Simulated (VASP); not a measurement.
A run of VASP 6.6.1:

The input INCAR:

```
SYSTEM = C
PREC = Accurate ; ENCUT = 600
EDIFF = 1E-6 ; ISMEAR = 0
SIGMA = 0.15 ; LREAL = .FALSE.
LASPH = .TRUE. ; NELM = 120
ALGO = Normal ; ISIF = 2
LWAVE = .FALSE. ; LCHARG = .FALSE.
GGA = PE ; IVDW = 12
NBANDS = 16 ; GGA_COMPAT = .FALSE.
```

File KPOINTS:

```
regular mesh
0
G
  24 24 2
  0 0 0
```

File POSCAR:

```
C
1.0
    2.6501629453      0.0000000000      0.0000000000
   -1.3250814726      2.2951084348      0.0000000000
    0.0000000000      0.0000000000     23.9222939139
C
4
Direct
    0.0000000000      0.0000000000      0.5711557753
    0.0000000000      0.0000000000      0.4288442247
    0.3333333333      0.6666666667      0.4288237756
    0.6666666667      0.3333333333      0.5711762244
```

Potentials or basis: VASP PAW PBE potentials, release 64 (C).

Command:

```console
$ cat potpaw_PBE.64/C/POTCAR > POTCAR
$ mpirun -np 1 vasp_std > vasp.out
```

Hardware: 1 thread of Oxide Virtual Turin-like Processor (shared host).

Estimate the wall time of this run.

It took 7.8 min on 1 thread of Oxide Virtual Turin-like Processor, with other jobs on the host, peak memory 0.45 GiB. Counts: scf iterations 19, k points 122.
